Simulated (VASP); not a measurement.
# Si7C (P1) in VASP: single point with HSE06

Aim: the single point of Si7C with HSE06.

Program: VASP 6.6.1. These are calculated values, not measurements. Logs are shortened: lines on timing, memory, paths and dates and some standing lists are left out, and cuts for length are marked.

## 1. The cell of the first run

The typed cell holds 64 atoms: a = 10.335 Å, b = 10.335 Å, c = 10.335 Å, α = 90.00°, β = 90.00°, γ = 90.00°.

## 2. Single point, HSE06

POSCAR reads:

```
Si7C
1.0
   10.3353990000      0.0000000000      0.0000000000
    0.0000000000     10.3353990000      0.0000000000
    0.0000000000      0.0000000000     10.3353990000
Si C
56 8
Direct
    0.9974970000      0.9963660000      0.9961700000
    0.0023470000      0.0032880000      0.5031530000
    0.0048880000      0.4995820000      0.9989280000
    0.4824830000      0.0172070000      0.9913510000
    0.4973480000      0.9884590000      0.4949660000
    0.4842650000      0.5074300000      0.9927830000
    0.5118800000      0.4872280000      0.4845390000
    0.1304740000      0.1265210000      0.1185180000
    0.1154490000      0.1442120000      0.6439440000
    0.1065930000      0.6393530000      0.1430370000
    0.6294130000      0.1270680000      0.1211620000
    0.6174570000      0.1326290000      0.6222770000
    0.6030290000      0.6359280000      0.1449930000
    0.6277060000      0.6187390000      0.6201980000
    0.2643810000      0.2400700000      0.9738820000
    0.2441360000      0.2548650000      0.5025640000
    0.2473820000      0.7409960000      0.0034350000
    0.2335280000      0.7199560000      0.5139860000
    0.7591390000      0.2497890000      0.9903580000
    0.7418750000      0.2759010000      0.4917290000
    0.7495540000      0.7512360000      0.0149660000
    0.7538930000      0.7437410000      0.4882970000
    0.3751310000      0.3700440000      0.1261440000
    0.3539320000      0.3926880000      0.6348150000
    0.3920090000      0.8573090000      0.1308640000
    0.3584410000      0.8763510000      0.6284870000
    0.8672560000      0.3801370000      0.1281550000
    0.9092150000      0.3862100000      0.6205850000
    0.8956970000      0.8526210000      0.1495390000
    0.8792370000      0.8671070000      0.6221530000
    0.2512300000      0.9853210000      0.2486300000
    0.2610570000      0.0241710000      0.7691730000
    0.2470310000      0.5072680000      0.2527450000
    0.7494920000      0.9874260000      0.2486630000
    0.7596940000      0.0088640000      0.7467570000
    0.7373360000      0.4928230000      0.2754320000
    0.7567600000      0.4926610000      0.7472700000
    0.3775320000      0.1281860000      0.3725280000
    0.3926470000      0.6368020000      0.3613600000
    0.3350380000      0.6021620000      0.8471140000
    0.8655770000      0.1283390000      0.3774970000
    0.9007400000      0.1510790000      0.8505320000
    0.9093900000      0.6163470000      0.3896300000
    0.8759910000      0.6283250000      0.8740980000
    0.0014170000      0.2590730000      0.2560510000
    0.0223910000      0.7243100000      0.7280940000
    0.5249420000      0.2685260000      0.2668310000
    0.4733750000      0.2398660000      0.7662770000
    0.4906190000      0.7433230000      0.7520180000
    0.1138820000      0.4001750000      0.3994270000
    0.1273700000      0.3792110000      0.8363780000
    0.1094680000      0.8496520000      0.3699480000
    0.1313970000      0.8727620000      0.8686340000
    0.6180770000      0.3723330000      0.8753400000
    0.6077940000      0.8529120000      0.3547040000
    0.6238870000      0.8844840000      0.8799310000
    0.0261790000      0.5125990000      0.5254200000
    0.1265390000      0.5933450000      0.6217640000
    0.2192220000      0.5053150000      0.7193850000
    0.3748360000      0.1241370000      0.8786440000
    0.0079480000      0.2670280000      0.7373370000
    0.0001770000      0.7377400000      0.2625460000
    0.4959060000      0.7505670000      0.2469690000
    0.6288750000      0.3787110000      0.3821170000
```

INCAR.step1 reads:

```
PREC     = Accurate       # precision mode
ENCUT    = 520            # plane-wave cutoff, eV
EDIFF    = 1E-5           # SCF threshold, eV
ISMEAR   = -1             # smearing method
SIGMA    = 0.05           # smearing width, eV
LREAL    = Auto         
LASPH    = T              # aspherical terms in the spheres
NELM     = 60             # most SCF steps
ALGO     = Normal         # electronic algorithm
ISIF     = 2              # what is computed and relaxed
LWAVE    = T              # write WAVECAR
LCHARG   = F              # write CHGCAR
GGA      = PE             # functional
NBANDS   = 166            # bands
```

INCAR.step2 reads:

```
PREC     = Accurate       # precision mode
ENCUT    = 520            # plane-wave cutoff, eV
EDIFF    = 1E-6           # SCF threshold, eV
ISMEAR   = -1             # smearing method
SIGMA    = 0.05           # smearing width, eV
LREAL    = Auto         
LASPH    = T              # aspherical terms in the spheres
NELM     = 60             # most SCF steps
ALGO     = Normal         # electronic algorithm
ISIF     = 2              # what is computed and relaxed
LWAVE    = F              # write WAVECAR
LCHARG   = F              # write CHGCAR
GGA      = PE             # functional
LHFCALC  = T              # exact exchange
HFSCREEN = 0.2079         # screening, 1/A
PRECFOCK = Fast         
ISTART   = 1            
NBANDS   = 166            # bands
```

KPOINTS reads:

```
regular mesh
0
Gamma
  1 1 1
```

Potentials or basis: VASP PAW PBE potentials, release 64 (Si, C).

Launch:

```bash
> cat potpaw_PBE.64/Si/POTCAR potpaw_PBE.64/C/POTCAR > POTCAR
> cp INCAR.step1 INCAR
> mpirun -np 1 vasp_gam > vasp.out
> cp INCAR.step2 INCAR
> mpirun -np 1 vasp_gam > vasp.out
```

OUTCAR:

```text
PREC = Accurate
   ENCUT = 520
   EDIFF = 1E-6
   ISMEAR = -1
   LREAL = Auto
   LASPH = T
   NELM = 60
   ISIF = 2
   GGA = PE
   LHFCALC = T
   HFSCREEN = 0.2079
   PRECFOCK = Fast
   ISTART = 1

 ion  position               nearest neighbor table
   1  0.997  0.996  0.996-  53 2.30   8 2.30  42 2.41  29 2.41
   2  0.002  0.003  0.503-  30 2.26  41 2.31   9 2.37  52 2.38
   3  0.005  0.500  0.999-  44 2.28  27 2.31  10 2.33  51 2.44
   4  0.482  0.017  0.991-  60 1.95  56 2.31  11 2.32  25 2.38
   5  0.497  0.988  0.495-  38 2.28  26 2.30  55 2.32  12 2.34
   6  0.484  0.507  0.993-  23 2.28  54 2.31  40 2.37  13 2.40
   7  0.512  0.487  0.485-  64 1.96  14 2.29  39 2.35  24 2.46
   8  0.130  0.127  0.119-   1 2.30  31 2.34  15 2.35  45 2.38
   9  0.115  0.144  0.644-  61 1.94  16 2.28  32 2.34   2 2.37  42 3.08  51 3.14
  10  0.107  0.639  0.143-  62 1.94  33 2.29  17 2.30   3 2.33  29 3.10
  11  0.629  0.127  0.121-  19 2.29  34 2.32   4 2.32  47 2.36
  12  0.617  0.133  0.622-  35 2.34   5 2.34  48 2.38  20 2.38
  13  0.603  0.636  0.145-  63 1.93  21 2.35   6 2.40  36 2.44  39 3.12  55 3.12
  14  0.628  0.619  0.620-  37 2.28  22 2.29   7 2.29  49 2.35
  15  0.264  0.240  0.974-  60 1.93   8 2.35  23 2.36  51 2.47  48 3.04  32 3.08
  16  0.244  0.255  0.503-  24 2.28  50 2.28   9 2.28  38 2.33
  17  0.247  0.741  0.003-  53 2.29  10 2.30  25 2.33  40 2.34
[... 33 lines left out ...]
  51  0.127  0.379  0.836-  61 1.98  59 2.02   3 2.44  15 2.47  24 3.14   9 3.14
  52  0.109  0.850  0.370-  62 1.96   2 2.38  18 2.38  31 2.38
  53  0.131  0.873  0.869-  17 2.29   1 2.30  32 2.30  46 2.39
  54  0.618  0.372  0.875-  19 2.27   6 2.31  37 2.31  48 2.32
  55  0.608  0.853  0.355-  63 1.92  34 2.30   5 2.32  22 2.34  13 3.12
  56  0.624  0.884  0.880-   4 2.31  35 2.35  21 2.35  49 2.40
  57  0.026  0.513  0.525-  58 1.66  50 1.97  28 2.03  43 2.14
  58  0.127  0.593  0.622-  59 1.66  57 1.66  18 2.04  46 2.05
  59  0.219  0.505  0.719-  58 1.66  24 2.01  51 2.02  40 2.04
  60  0.375  0.124  0.879-  15 1.93  32 1.93   4 1.95  48 1.95
  61  0.008  0.267  0.737-   9 1.94  51 1.98  28 2.00  42 2.01
  62  0.000  0.738  0.263-  10 1.94  52 1.96  29 1.98  43 2.04
  63  0.496  0.751  0.247-  55 1.92  13 1.93  25 1.95  39 1.98
  64  0.629  0.379  0.382-  20 1.94   7 1.96  36 1.97  47 1.97

  LATTYP: Found a simple cubic cell.
 ALAT       =    10.3353990000

  Lattice vectors:

 A1 = (  10.3353990000,   0.0000000000,   0.0000000000)
 A2 = (   0.0000000000,  10.3353990000,   0.0000000000)
 A3 = (   0.0000000000,   0.0000000000,  10.3353990000)

Analysis of symmetry for initial positions (statically):
=====================================================================
[... 240 lines left out ...]
   EFERMI_NEDOS =   21; number of points for ismear=-14 and -15
   IALGO  =     38    algorithm
   IMIX   =      1    mixing-type and parameters
     AMIX     =   0.40;   BMIX     =  1.00
     AMIX_MAG =   1.60;   BMIX_MAG =  1.00
  volume/ion in A,a.u.               =      17.25       116.41
  Fermi-wavevector in a.u.,A,eV,Ry     =   1.005760  1.900610 13.763009  1.011553
  Thomas-Fermi vector in A             =   2.138459
   LORBIT       =      0    0 simple, 1 ext, 2 COOP (PROOUT), +10 PAW based schemes
   GGA     = PE    functional components
   LHFCALC =     T    Hartree Fock is set to
   PRECFOCK=fast      Normal, Fast or Accurate (Low or Medium for compatibility)
   ENCUT4O =  -1.0   cutoff for four orbital integrals eV
   NKREDX  =     1    reduce k-point grid by
   NKREDY  =     1    reduce k-point grid by
   NKREDZ  =     1    reduce k-point grid by
   AEXX    =    0.2500 exact exchange contribution
   HFSCREEN=    0.2079 screening length (either q_TF or 0.3 A-1)
   HFSCREENC=   0.2079 screening length for correlation (either q_TF or 0.3 A-1)
   ENCUTFOCK=  -1.0 apply spherical cutoff to Coloumb kernel
   IVDW    =     0    specifies the selected vdW correction
   LEPSILON=     F    determine dielectric tensor
   LRPA    =     F    only Hartree local field effects (RPA)
 non-spin polarized calculation
  energy-cutoff  :      520.00
  volume of cell :     1104.03
 maximum number of plane-waves:     14856
 NGX is ok and might be reduce to    80
  NGX = 40; NGY = 40; NGZ = 40

 number of electron     256.0000000 magnetization

 Free energy of the ion-electron system (eV)
  ---------------------------------------------------
  ext. energy  EPLUGINS =         0.00000000
  ---------------------------------------------------
  free energy    TOTEN  =      -419.01832826 eV

  energy without entropy =     -419.01640875  energy(sigma->0) =     -419.01736851

 E-fermi :   6.8247     XC(G=0):  -8.1802

 val. band max:        6.4862216430   @ k =   0.0000   0.0000   0.0000
 cond. band min:       7.1621139320   @ k =   0.0000   0.0000   0.0000
 fundamental gap:      0.6758922889
 Fermi energy:         6.8246998062

 k-point     1 :       0.0000    0.0000    0.0000
  band No.  band energies     occupation
      1     -10.1176      2.00000
      2      -8.7179      2.00000
      3      -8.5460      2.00000
      4      -8.2764      2.00000
      5      -8.2293      2.00000
      6      -8.0914      2.00000
[... 132 lines left out ...]
    139       8.2224      0.00000
    140       8.2959      0.00000
 [bands above 140 left out]

------------------------ aborting loop because EDIFF is reached ----------------------------------------

  FORCE on cell =-STRESS in cart. coord.  units (eV):
  Direction    XX          YY          ZZ          XY          YZ          ZX
  --------------------------------------------------------------------------------------
  -------------------------------------------------------------------------------------
  Total        0.4107213     -1.0932989      0.6161035      0.1330625      2.5478687     -1.5486987
  in kB        0.5960409     -1.5866011      0.8940927      0.1931010      3.6974804     -2.2474797
  external PRESSURE =      -0.0321558 kB  Pullay stress =       0.0000000 kB

 VOLUME and BASIS-vectors are now :
 -----------------------------------------------------------------------------
  energy-cutoff  :      520.00
  volume of cell :     1104.03
      direct lattice vectors                 reciprocal lattice vectors
    10.335399000  0.000000000  0.000000000     0.096754852  0.000000000  0.000000000
     0.000000000 10.335399000  0.000000000     0.000000000  0.096754852  0.000000000
     0.000000000  0.000000000 10.335399000     0.000000000  0.000000000  0.096754852

 POSITION                                       TOTAL-FORCE (eV/Angst)
 -----------------------------------------------------------------------------------
     10.30953     10.29784     10.29581         0.152553     -0.007825      0.101180
      0.02426      0.03398      5.20029        -0.084975     -0.109283      0.043319
      0.05052      5.16338     10.32432        -0.125835      0.098980      0.003067
      4.98665      0.17784     10.24601         0.072405      0.004499     -0.041448
      5.14029     10.21612      5.11567        -0.117159      0.064535      0.056597
      5.00507      5.24449     10.26081         0.050570     -0.147030      0.148988
[... 56 lines left out ...]
      5.12539      7.75741      2.55252         0.094883     -0.023507      0.062000
      6.49967      3.91413      3.94933        -0.004069      0.028275     -0.014982
 -----------------------------------------------------------------------------------
    total drift:                                0.007279      0.020768     -0.010036

  FREE ENERGIE OF THE ION-ELECTRON SYSTEM (eV)
  ---------------------------------------------------
  free  energy   TOTEN  =      -419.0183282571 eV

  energy  without entropy=     -419.0164087533  energy(sigma->0) =     -419.01736851
```

Wall time 30 min (1 thread of Oxide Virtual Turin-like, shared host); peak memory 1.2 GiB.

What came out:

* Free energy: -419.0183 eV
* Pressure: 0.0 GPa
* Largest force: 0.330 eV/Å
* Band gap on the k mesh: 0.68 eV

Forces in eV/Å, atoms in the order of the input:
```
Si   0.153 -0.008  0.101
Si  -0.085 -0.109  0.043
Si  -0.126  0.099  0.003
Si   0.072  0.004 -0.041
Si  -0.117  0.065  0.057
Si   0.051 -0.147  0.149
Si   0.117  0.113  0.047
Si   0.014 -0.075 -0.047
Si   0.023  0.095 -0.073
Si   0.116 -0.080  0.013
Si   0.121  0.013 -0.009
Si  -0.026 -0.062  0.008
Si   0.024  0.078 -0.034
Si   0.011 -0.002 -0.058
Si  -0.013 -0.036  0.059
Si   0.001  0.036  0.046
Si  -0.145  0.041 -0.068
Si  -0.033  0.110 -0.011
Si  -0.068  0.079  0.065
Si  -0.025 -0.088 -0.080
Si  -0.021 -0.032  0.025
Si   0.027 -0.018  0.168
Si   0.001  0.090 -0.064
Si  -0.076 -0.101 -0.096
Si  -0.084  0.002  0.051
Si   0.185 -0.057 -0.015
Si   0.032 -0.051 -0.030
Si   0.000  0.040  0.085
Si  -0.144 -0.006 -0.080
Si  -0.047  0.092 -0.108
Si  -0.070  0.034 -0.035
Si  -0.025 -0.086  0.039
Si  -0.099  0.002  0.027
Si  -0.047  0.018 -0.015
Si  -0.057 -0.034 -0.085
Si  -0.057 -0.116 -0.065
Si   0.019  0.147  0.023
Si   0.028 -0.040  0.087
Si  -0.021 -0.097 -0.037
Si   0.088  0.129 -0.043
Si   0.029  0.001 -0.017
Si  -0.092 -0.018 -0.081
Si  -0.020  0.121  0.044
Si   0.038 -0.235 -0.050
Si  -0.074  0.039  0.012
Si  -0.032  0.005  0.061
Si  -0.072 -0.049 -0.017
Si   0.067  0.009  0.030
Si  -0.052  0.027 -0.172
Si   0.143  0.014 -0.004
Si  -0.063 -0.041 -0.063
Si   0.052 -0.015  0.062
Si   0.089  0.015  0.119
Si   0.047  0.026  0.035
Si   0.027  0.021  0.012
Si   0.045 -0.042 -0.004
C   -0.121 -0.247 -0.182
C    0.020  0.306 -0.027
C    0.164 -0.140  0.219
C   -0.110  0.083 -0.060
C    0.049 -0.035  0.054
C    0.076  0.111 -0.015
C    0.095 -0.024  0.062
C   -0.004  0.028 -0.015
```

Stress tensor (GPa, compression positive):
```
 0.06  0.02 -0.22
 0.02 -0.16  0.37
-0.22  0.37  0.09
```

Levels at points of the mesh, in eV from the valence-band top:
| k point | band 124 | band 125 | band 126 | band 127 | band 128 | band 129 | band 130 | band 131 | band 132 | band 133 |
| --- | --- | --- | --- | --- | --- | --- | --- | --- | --- | --- |
| (0.00, 0.00, 0.00) | -0.90 | -0.88 | -0.28 | -0.15 | 0.00 | 0.68 | 0.87 | 0.89 | 1.00 | 1.06 |

Caveat: the k points lie up to 0.61 Å⁻¹ apart; the PAW data sets were made with another functional, which shifts forces and pressure a little. A k mesh can miss the band edges.
